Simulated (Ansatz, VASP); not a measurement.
**Ga: VASP beside Ansatz**

```
Ga
1.0
    -2.62687    2.62687    1.35394
     2.62687   -2.62687    1.35394
     2.62687    2.62687   -1.35394
Ga
2
Cartesian
  0.0000 0.0000 0.0000
  0.0000 2.6269 0.6770
```

Alike in both runs: functional r2SCAN; k mesh 22 × 22 × 22; occupations gaussian, width 0.1 eV; no spin polarisation.

Ansatz relaxed the structure, and its values are those at the end. VASP's run is a single point on that final structure, the one shown.

|  | VASP | Ansatz |
| --- | --- | --- |
| version | VASP 6.6.1 | Ansatz 0.2.0 |
| potentials or method | VASP PAW PBE potentials, release 64 (Ga_d), cutoff 520 eV | scalar-relativistic, plane waves, PAW |
| valence electrons in the cell | 26 | 26 |

|  | VASP | Ansatz | Ansatz less VASP |
| --- | --- | --- | --- |
| gap on the k mesh at the Fermi level (eV) | none | none | - |
| pressure (GPa) | 0.1 | 0.0 | -0.08 |

VASP's potentials were made for PBE, not for r2SCAN. A gap of «none» marks a metal or a gap that the smearing closes.
